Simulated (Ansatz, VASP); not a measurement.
**Two plane-wave programs on Be**

```xyz
4
Lattice="3.9389 0.0000 0.0000 0.0000 3.9389 0.0000 0.0000 0.0000 2.1929" Properties=species:S:1:pos:R:3 pbc="T T T"
Be    1.2161    1.2161    0.0000
Be    2.7228    2.7228    0.0000
Be    0.7534    3.1855    1.0965
Be    3.1855    0.7534    1.0965
```

Alike in both runs: task single point; functional PBEsol; k mesh 12 × 12 × 18; occupations gaussian, width 0.1 eV; no spin polarisation.

|  | VASP | Ansatz |
| --- | --- | --- |
| version | VASP 6.6.1 | Ansatz 0.2.0 |
| potentials or method | VASP PAW PBE potentials, release 64 (Be), cutoff 520 eV | scalar-relativistic, plane waves, PAW |
| valence electrons in the cell | 8 | 8 |

|  | VASP | Ansatz | Ansatz less VASP |
| --- | --- | --- | --- |
| gap on the k mesh at the Fermi level (eV) | none | none | - |
| pressure (GPa) | -5.7 | -6.0 | -0.30 |
| traceless stress, the component that is largest in VASP (GPa) | 12.35 | 12.33 | -0.025 |
| rms of the force components (eV/Å) | 0.133 | 0.131 | -0.0019 |

VASP's potentials were made for PBE, not for PBEsol. Atom by atom the forces differ by 0.002 eV/Å (rms over components). A gap of «none» marks a metal or a gap that the smearing closes.
